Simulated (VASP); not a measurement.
Wanted: the native input for a VASP 6.6.1 run.

```yaml
Task: single point
Functional: PBE
Potentials_or_basis: VASP PAW PBE potentials, release 64 (Ni)
Cutoff: 520 eV
k_mesh: 15 × 15 × 15
Occupations: fermi-dirac, width 0.05 eV
Spin: non-collinear spin, typed start, spin-orbit coupling
Starting_moments: "[[0.0, 0.0, 0.6]] μB"
Dipole_correction: no
Further_INCAR_settings: ALGO = Normal; EDIFF = 1e-06; NBANDS = 21
```

The structure of Ni lies in POSCAR:

```
Ni
1.0
   -1.3568446506      1.3568446506      1.4390640888
    1.3568446506     -1.3568446506      1.4390640888
    1.3568446506      1.3568446506     -1.4390640888
Ni
1
Direct
    0.0000000000      0.0000000000      0.0000000000
```

This cell differs from its parent crystal: stretched by +4 % along [0.0, 0.0, 1.0] at fixed volume.

One way to write it, as run:

INCAR

```
ALGO     = Normal         # electronic algorithm
EDIFF    = 1E-6           # SCF threshold, eV
ENCUT    = 520            # plane-wave cutoff, eV
GGA      = PE             # functional
GGA_COMPAT= False        
ISIF     = 2              # what is computed and relaxed
ISMEAR   = -1             # smearing method
LASPH    = True           # aspherical terms in the spheres
LCHARG   = False          # write CHGCAR
LMAXMIX  = 4              # l up to which the mixer works
LORBIT   = 11             # projections on sites
LORBMOM  = True         
LREAL    = False          # projectors in reciprocal space
LSORBIT  = True           # spin-orbit coupling
LWAVE    = False          # write WAVECAR
MAGMOM   = 0 0 0.6        # initial moments
NBANDS   = 21             # bands
NELM     = 150            # most SCF steps
PREC     = Accurate       # precision mode
SIGMA    = 0.05           # smearing width, eV
```

KPOINTS

```
k-points
0
Gamma
  15 15 15
```

Potentials or basis: VASP PAW PBE potentials, release 64 (Ni).

Run with:

```bash
$ cat potpaw_PBE.64/Ni/POTCAR > POTCAR
$ mpirun -np 1 vasp_ncl > vasp.out
```

Results of the run:

* Pressure: 7.4 GPa
* Net moment: 0.53 μB per cell
* Valence electrons inside the program's atomic spheres: Ni 9.36

Caveat: the cell stands under pressure.

Wall time 8.5 min on 1 thread of Intel Xeon 8259CL, on a shared host, peak memory 0.26 GiB.
